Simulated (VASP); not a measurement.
Wanted: the native input for a VASP 6.6.1 run.

```yaml
Task: single point
Functional: PBE
Potentials_or_basis: VASP PAW PBE potentials, release 64 (Zr_sv, H)
Cutoff: 520 eV
k_mesh: 4 × 4 × 4
Occupations: gaussian, width 0.1 eV
Spin: no spin polarisation
Dipole_correction: no
Further_INCAR_settings: ALGO = Normal; EDIFF = 1e-06; NBANDS = 47
```

The structure of Zr3H lies in POSCAR:

```
Zr3H
1.0
    5.3697830084      0.0000000000      0.0000000000
    0.0000000000      5.3697830084      0.0000000000
    0.0000000000      0.0000000000      5.3697830084
Zr H
6 2
Direct
    0.2500000000      0.0000000000      0.5000000000
    0.7500000000      0.0000000000      0.5000000000
    0.0000000000      0.5000000000      0.2500000000
    0.0000000000      0.5000000000      0.7500000000
    0.5000000000      0.7500000000      0.0000000000
    0.5000000000      0.2500000000      0.0000000000
    0.0000000000      0.0000000000      0.0000000000
    0.5000000000      0.5000000000      0.5000000000
```

These files were run (other wordings do the same):

INCAR

```
PREC     = Accurate       # precision mode
ENCUT    = 520            # plane-wave cutoff, eV
EDIFF    = 1E-6           # SCF threshold, eV
ISMEAR   = 0              # smearing method
SIGMA    = 0.1            # smearing width, eV
LREAL    = False          # projectors in reciprocal space
LASPH    = True           # aspherical terms in the spheres
NELM     = 60             # most SCF steps
ALGO     = Normal         # electronic algorithm
ISIF     = 2              # what is computed and relaxed
LWAVE    = False          # write WAVECAR
LCHARG   = False          # write CHGCAR
GGA      = PE             # functional
NBANDS   = 47             # bands
```

KPOINTS

```
Automatic mesh
0
Gamma
  4 4 4
```

Potentials or basis: VASP PAW PBE potentials, release 64 (Zr_sv, H).

Run with:

```console
$ cat potpaw_PBE.64/Zr_sv/POTCAR potpaw_PBE.64/H/POTCAR > POTCAR
$ mpirun -np 1 vasp_std > vasp.out
```

It gave:

```json
{"Pressure": "0.1 GPa", "Band gap on the k mesh": "zero (band 37 reaches 8.04 eV, above the bottom of band 38 at 7.45 eV)"}
```

Run time: 53 s on 1 thread of Intel(R) Xeon(R) Platinum 8375C CPU @ 2.90GHz (Ice Lake) (shared host), peak memory 0.25 GiB.
